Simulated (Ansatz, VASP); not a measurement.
## Two plane-wave programs on MoSe

The input INCAR:

```
SYSTEM = MoSe
  ALGO = Normal
  EDIFF = 1E-6
  ENCUT = 520
  GGA = CA
  ISIF = 2
  ISMEAR = 0
  ISPIN = 2
  LASPH = .TRUE.
  LCHARG = .TRUE.
  LELF = .TRUE.
  LMAXMIX = 4
  LORBIT = 11
  LREAL = .FALSE.
  LVHAR = .TRUE.
  LWAVE = .FALSE.
  MAGMOM = 0.91 0
  NBANDS = 21
  NELM = 150
  PREC = Accurate
  SIGMA = 0.05
```

Contents of KPOINTS:

```
k-points
0
G
  10 10 10
  0 0 0
```

Contents of POSCAR:

```
MoSe
1.0
    0.0000000000      2.8405191460      2.8405191460
    2.8405191460      0.0000000000      2.8405191460
    2.8405191460      2.8405191460      0.0000000000
Mo Se
1 1
Direct
    0.0000000000      0.0000000000      0.0000000000
    0.2500000000      0.2500000000      0.2500000000
```

Input for Ansatz:

```yaml
crystal:
  lattice:
    - [0.0, 2.840519146, 2.840519146]
    - [2.840519146, 0.0, 2.840519146]
    - [2.840519146, 2.840519146, 0.0]
  atoms:
    - { symbol: Mo, position: [0.0, 0.0, 0.0], spin: 0.91 }
    - { symbol: Se, position: [0.25, 0.25, 0.25] }
basis:
  ecutwfc: 420
  ecutrho_ratio: 4
kpoints:
  mp_grid: { grid: [10, 10, 10] }
hamiltonian:
  xc: lda
scf:
  occupations: { method: gaussian, width: 0.05 }
  lower_state_search: "off"
output:
  forces: true
  stress: true
  eigenvalues: true
  populations: true
magnetization:
  spin_polarized: true
checkpoint:
  read: start.run
  write: ck
  compress: false
  write_wavefunctions: false
  write_every: 100000
```

Alike in both runs: task single point; functional LDA; k mesh 10 × 10 × 10; occupations gaussian, width 0.05 eV; collinear spin.

|  | VASP | Ansatz |
| --- | --- | --- |
| version | VASP 6.6.1 | Ansatz 0.2.0 |
| potentials or method | VASP PAW LDA potentials, release 64 (Mo_sv, Se), cutoff 520 eV | scalar-relativistic, plane waves, PAW |
| valence electrons in the cell | 20 | 30 |

|  | VASP | Ansatz | Ansatz less VASP |
| --- | --- | --- | --- |
| gap on the k mesh at the Fermi level (eV) | none | none | - |
| pressure (GPa) | -7.7 | -8.1 | -0.37 |
| net moment per atom (μB) | 0.00 | 0.00 | -0.002 |

LDA's correlation is that of Perdew and Zunger in VASP and of Perdew and Wang (1992) in Ansatz. A gap of «none» marks a metal or a gap that the smearing closes. VASP's potentials hold 20 valence electrons a cell and Ansatz's 30, so a difference there can come from the potentials and not from the codes. Ansatz's warnings: seeded moment not kept.
